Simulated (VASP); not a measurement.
# TiAl (P3m1) in VASP: notebook

Runs on TiAl. Level: PBEsol. Tasks: single point.

Program: VASP 6.6.1. These are calculated values, not measurements. Logs are shortened: lines on timing, memory, paths and dates and some standing lists are left out, and cuts for length are marked.

**1. The cell of the first run**

The structure is trigonal, space group P3m1 (No. 156). The conventional cell has a = 2.867 Å, b = 2.867 Å, c = 4.678 Å, α = 90.00°, β = 90.00°, γ = 120.00°. Within 3.7 Å of Ti (site symmetry 3m) lie 6 Al at 2.78 to 2.95 Å and 6 Ti at 2.87 Å. Within 3.7 Å of Al (site symmetry 3m) lie 6 Ti at 2.78 to 2.95 Å and 6 Al at 2.87 Å.

**2. Single point, PBEsol (all Ti atoms moved -0.100 Å, as atom 1 along Cartesian [0 0 1])**

INCAR reads:

```
PREC = Accurate ; ENCUT = 520
EDIFF = 1E-7 ; ISMEAR = 0
SIGMA = 0.15 ; LREAL = F
LASPH = T ; NELM = 60
ALGO = Fast ; ISIF = 2
LWAVE = F ; LCHARG = F
GGA = PS ; NBANDS = 14
```

KPOINTS reads:

```
regular mesh
0
Gamma
  18 18 10
```

POSCAR reads:

```
TiAl
1.0
    2.8672622327      0.0000000000      0.0000000000
   -1.4336311163      2.4831219328      0.0000000000
    0.0000000000      0.0000000000      4.6780830000
Ti Al
1 1
Direct
    0.0000000000      0.0000000000     -0.0213762774
    0.3333333333      0.6666666667      0.5000000000
```

Potentials or basis: VASP PAW PBE potentials, release 64 (Ti_sv, Al).

The run is started by

```sh
$ cat potpaw_PBE.64/Ti_sv/POTCAR potpaw_PBE.64/Al/POTCAR > POTCAR
$ mpirun -np 1 vasp_std > vasp.out
```

OUTCAR:

```text
PREC = Accurate
   ENCUT = 520
   EDIFF = 1E-7
   ISMEAR = 0
   LREAL = F
   LASPH = T
   NELM = 60
   ISIF = 2
   GGA = PS

 ion  position               nearest neighbor table
   1  0.000  0.000  0.979-   2 2.78   2 2.78   2 2.78   2 2.95   2 2.95   2 2.95
   2  0.333  0.667  0.500-   1 2.78   1 2.78   1 2.78   1 2.95   1 2.95   1 2.95

  LATTYP: Found a hexagonal cell.
 ALAT       =     2.8672622327
 C/A-ratio  =     1.6315504549

  Lattice vectors:

 A1 = (   2.8672622327,   0.0000000000,   0.0000000000)
 A2 = (  -1.4336311163,   2.4831219328,   0.0000000000)
 A3 = (   0.0000000000,   0.0000000000,   4.6780830000)

Analysis of symmetry for initial positions (statically):
=====================================================================
 Subroutine PRICEL returns:
 Original cell was already a primitive cell.

 Routine SETGRP: Setting up the symmetry group for a
 hexagonal supercell.

 Subroutine GETGRP returns: Found  6 space group operations
 (whereof  6 operations were pure point group operations)
 out of a pool of 24 trial point group operations.

The static configuration has the point symmetry C_3v.

Analysis of symmetry for dynamics (positions and initial velocities):
=====================================================================
 Subroutine PRICEL returns:
 Original cell was already a primitive cell.

 Routine SETGRP: Setting up the symmetry group for a
 hexagonal supercell.

 Subroutine GETGRP returns: Found  6 space group operations
 (whereof  6 operations were pure point group operations)
 out of a pool of 24 trial point group operations.

The dynamic configuration has the point symmetry C_3v.

 Subroutine INISYM returns: Found  6 space group operations
 (whereof  6 operations are pure point group operations),
 and found     1 'primitive' translations

----------------------------------------------------------------------------------------

                                     Primitive cell

  volume of cell :      33.3068

  direct lattice vectors                    reciprocal lattice vectors
     2.867262233  0.000000000  0.000000000     0.348764751  0.201359423  0.000000000
    -1.433631116  2.483121933  0.000000000     0.000000000  0.402718846  0.000000000
     0.000000000  0.000000000  4.678083000     0.000000000  0.000000000  0.213762774

  length of vectors
     2.867262233  2.867262233  4.678083000     0.402718846  0.402718846  0.213762774

  position of ions in fractional coordinates (direct lattice)
     0.000000000  0.000000000  0.978623723
     0.333333333  0.666666667  0.500000000

  ion indices of the primitive-cell ions
   primitive index   ion index
                 1           1
                 2           2

----------------------------------------------------------------------------------------

 KPOINTS: regular mesh

Automatic generation of k-mesh.
 Grid dimensions read from file:
 generate k-points for:   18   18   10

 Generating k-lattice:

  Cartesian coordinates                     Fractional coordinates (reciprocal lattice)
     0.019375820  0.011186635  0.000000000     0.055555556  0.000000000  0.000000000
     0.000000000  0.022373269  0.000000000     0.000000000  0.055555556  0.000000000
     0.000000000  0.000000000  0.021376277     0.000000000  0.000000000  0.100000000

  Length of vectors
     0.022373269  0.022373269  0.021376277

  Shift w.r.t. Gamma in fractional coordinates (k-lattice)
     0.000000000  0.000000000  0.000000000

 Subroutine IBZKPT returns following result:
 ===========================================

 Found    330 irreducible k-points:

 Following reciprocal coordinates:
            Coordinates               Weight
  0.000000  0.000000  0.000000      1.000000
  0.055556 -0.000000  0.000000      6.000000
  0.111111 -0.000000  0.000000      6.000000
  0.166667 -0.000000  0.000000      6.000000
  0.222222 -0.000000  0.000000      6.000000
  0.277778 -0.000000  0.000000      6.000000
[... 16 lines left out ...]
  0.333333  0.111111  0.000000     12.000000
  0.388889  0.111111  0.000000     12.000000
 [... further k-points ...]
   k-points           NKPTS =    330   k-points in BZ     NKDIM =    330   number of bands    NBANDS=     14
   number of dos      NEDOS =    301   number of ions     NIONS =      2
   total plane-waves  NPLWV =  20736
   dimension x,y,z NGX =    24 NGY =   24 NGZ =   36
   dimension x,y,z NGXF=    48 NGYF=   48 NGZF=   72
   ions per type =               1   1
   NGX,Y,Z   is equivalent  to a cutoff of  13.92, 13.92, 12.79 a.u.
   NGXF,Y,Z  is equivalent  to a cutoff of  27.83, 27.83, 25.59 a.u.
 SYSTEM =  unknown system
   PREC   = accura    normal or accurate (medium, high low for compatibility)
   ISTART =      0    job   : 0-new  1-cont  2-samecut
   ICHARG =      2    charge: 1-file 2-atom 10-const
   ISPIN  =      1    spin polarized calculation?
   LNONCOLLINEAR =      F non collinear calculations
   LSORBIT =      F    spin-orbit coupling
   LASPH  =      T    aspherical Exc in radial PAW
   ENCUT  =  520.0 eV  38.22 Ry    6.18 a.u.   5.33  5.33  8.70*2*pi/ulx,y,z
   NELM   =     60;   NELMIN=  2; NELMDL= -5     # of ELM steps
   EDIFF  = 0.1E-06   stopping-criterion for ELM
   LREAL  =      F    real-space projection
   EDIFFG = 0.1E-05   stopping-criterion for IOM
   NSW    =      0    number of steps for IOM
   IBRION =     -1    ionic relax: 0-MD 1-quasi-New 2-CG
   NFREE  =      0    steps in history (QN), initial steepest desc. (CG)
   ISIF   =      2    stress and relaxation
   ISYM   =      2    0-nonsym 1-usesym 2-fastsym
   POTIM  = 0.5000    time-step for ionic-motion
   TEBEG  =    0.0;   TEEND  =   0.0 temperature during run
   PSTRESS=    0.0 pullay stress
   NELECT =      15.0000    total number of electrons
   NUPDOWN=      -1.0000    fix difference up-down
   EMIN   =  10.00;   EMAX   =-10.00  energy-range for DOS
   EFERMI =   0.00;   METHOD = LEGACY
   ISMEAR =     0;   SIGMA  =   0.15  broadening in eV -4-tet -1-fermi 0-gaus
   EFERMI_NEDOS =   21; number of points for ismear=-14 and -15
   IALGO  =     68    algorithm
   IMIX   =      4    mixing-type and parameters
     AMIX     =   0.40;   BMIX     =  1.00
     AMIX_MAG =   1.60;   BMIX_MAG =  1.00
  volume/ion in A,a.u.               =      16.65       112.38
  Fermi-wavevector in a.u.,A,eV,Ry     =   1.254857  2.371335 21.424622  1.574665
  Thomas-Fermi vector in A             =   2.388641
   LORBIT       =      0    0 simple, 1 ext, 2 COOP (PROOUT), +10 PAW based schemes
   GGA     = PS    functional components
   LHFCALC =     F    Hartree Fock is set to
   AEXX    =    0.0000 exact exchange contribution
   IVDW    =     0    specifies the selected vdW correction
   LEPSILON=     F    determine dielectric tensor
   LRPA    =     F    only Hartree local field effects (RPA)
 non-spin polarized calculation
 RMM-DIIS sequential band-by-band and
 Gauss-broadening in eV      SIGMA  =   0.15
  energy-cutoff  :      520.00
  volume of cell :       33.31
 maximum number of plane-waves:       917
 NGX is ok and might be reduce to    24
   NGX = 11   NGY = 11   NGZ = 17

 number of electron      15.0000003 magnetization

 Free energy of the ion-electron system (eV)
  ---------------------------------------------------
  ext. energy  EPLUGINS =         0.00000000
  ---------------------------------------------------
  free energy    TOTEN  =       -12.90574445 eV

  energy without entropy =      -12.87752752  energy(sigma->0) =      -12.89163598

 E-fermi :   7.7708     XC(G=0): -11.0287

 val. band max:        7.7698367966   @ k =   0.3333   0.2778   0.3000
 cond. band min:       7.7731358461   @ k =  -0.0556   0.2222   0.4000
 fundamental gap:      0.0032990494
 Fermi energy:         7.7707991129

 k-point     1 :       0.0000    0.0000    0.0000
  band No.  band energies     occupation
      1     -48.5190      2.00000
      2     -24.9421      2.00000
      3     -24.5178      2.00000
      4     -24.5178      2.00000
      5      -1.1466      2.00000
      6       5.4394      2.00000
      7       5.9854      2.00000
      8       9.0418      0.00000
      9       9.0418      0.00000
     10      10.5236      0.00000
     11      10.5236      0.00000
     12      11.6626      0.00000
     13      20.6560      0.00000
     14      20.6560      0.00000

 k-point     2 :       0.0556   -0.0000    0.0000
  band No.  band energies     occupation
      1     -48.5161      2.00000
      2     -24.9392      2.00000
      3     -24.5360      2.00000
      4     -24.5219      2.00000
      5      -1.0697      2.00000
      6       5.5216      2.00000
      7       5.9968      2.00000
      8       8.9668      0.00000
      9       9.1047      0.00000
     10      10.5019      0.00000
     11      10.5399      0.00000
     12      11.6809      0.00000
     13      19.3465      0.00000
     14      19.8863      0.00000

 k-point     3 :       0.1111   -0.0000    0.0000
  band No.  band energies     occupation
      1     -48.5077      2.00000
      2     -24.9310      2.00000
      3     -24.5880      2.00000
      4     -24.5337      2.00000
      5      -0.8405      2.00000
      6       5.7511      2.00000
      7       6.0361      2.00000
      8       8.7612      0.00000
      9       9.2898      0.00000
     10      10.4402      0.00000
     11      10.5916      0.00000
     12      11.7322      0.00000
     13      17.5062      0.00000
     14      18.9654      0.00000
[... 324 lines left out ...]
 k-point    23 :       0.3333    0.1111    0.0000
  band No.  band energies     occupation
      1     -48.4301      2.00000
      2     -25.0213      2.00000
      3     -24.8543      2.00000
      4     -24.6763      2.00000
      5       2.5979      2.00000
      6       6.2811      2.00000
      7       6.6043      2.00000
      8       7.3178      1.99998
      9       9.4609      0.00000
     10      10.6061      0.00000
     11      11.8268      0.00000
     12      12.0830      0.00000
     13      13.0985      0.00000
     14      14.1244      0.00000

 k-point    24 :       0.3889    0.1111    0.0000
  band No.  band energies     occupation
      1     -48.4221      2.00000
      2     -25.0638      2.00000
      3     -24.8465      2.00000
      4     -24.6911      2.00000
      5       3.5600      2.00000
      6       5.7759      2.00000
      7       6.4134      2.00000
      8       7.0035      2.00000
      9       9.3400      0.00000
     10      10.8460      0.00000
     11      11.8120      0.00000
     12      12.4078      0.00000
     13      13.3097      0.00000
     14      14.2249      0.00000

 [... further k-points ...]

------------------------ aborting loop because EDIFF is reached ----------------------------------------

  FORCE on cell =-STRESS in cart. coord.  units (eV):
  Direction    XX          YY          ZZ          XY          YZ          ZX
  --------------------------------------------------------------------------------------
  -------------------------------------------------------------------------------------
  Total       -0.4351441     -0.4351441     -0.6022998     -0.0000000      0.0000000     -0.0000000
  in kB      -20.9319780    -20.9319779    -28.9727656     -0.0000000      0.0000000     -0.0000000
  external PRESSURE =     -23.6122405 kB  Pullay stress =       0.0000000 kB

 VOLUME and BASIS-vectors are now :
 -----------------------------------------------------------------------------
  energy-cutoff  :      520.00
  volume of cell :       33.31
      direct lattice vectors                 reciprocal lattice vectors
     2.867262233  0.000000000  0.000000000     0.348764751  0.201359423  0.000000000
    -1.433631116  2.483121933  0.000000000     0.000000000  0.402718846  0.000000000
     0.000000000  0.000000000  4.678083000     0.000000000  0.000000000  0.213762774

 POSITION                                       TOTAL-FORCE (eV/Angst)
 -----------------------------------------------------------------------------------
      0.00000      0.00000      4.57808        -0.000000     -0.000000      0.673838
     -0.00000      1.65541      2.33904         0.000000      0.000000     -0.673838
 -----------------------------------------------------------------------------------
    total drift:                                0.000000     -0.000000      0.000226

  FREE ENERGIE OF THE ION-ELECTRON SYSTEM (eV)
  ---------------------------------------------------
  free  energy   TOTEN  =       -12.9057444465 eV

  energy  without entropy=      -12.8775275205  energy(sigma->0) =      -12.89163598
```

Run time: 4.6 min. Hardware: 1 thread of AMD EPYC 9R45 (Zen 5), shared host; peak memory 0.25 GiB.

What came out:

```yaml
Free_energy: -12.9057 eV
Pressure: -2.4 GPa
Largest_force: 0.674 eV/Å
Band_gap_on_the_k_mesh: zero (an odd number of electrons rules out a gap without spin polarisation)
```

Forces on the atoms (eV/Å):
```
Ti   0.000  0.000  0.674
Al   0.000  0.000 -0.674
```

Caveat: the cell differs from its parent crystal (all Ti atoms moved -0.100 Å, as atom 1 along Cartesian [0 0 1]); the PAW data sets were made with another functional, which shifts forces and pressure a little.

(Continued in part 2 of 3.)
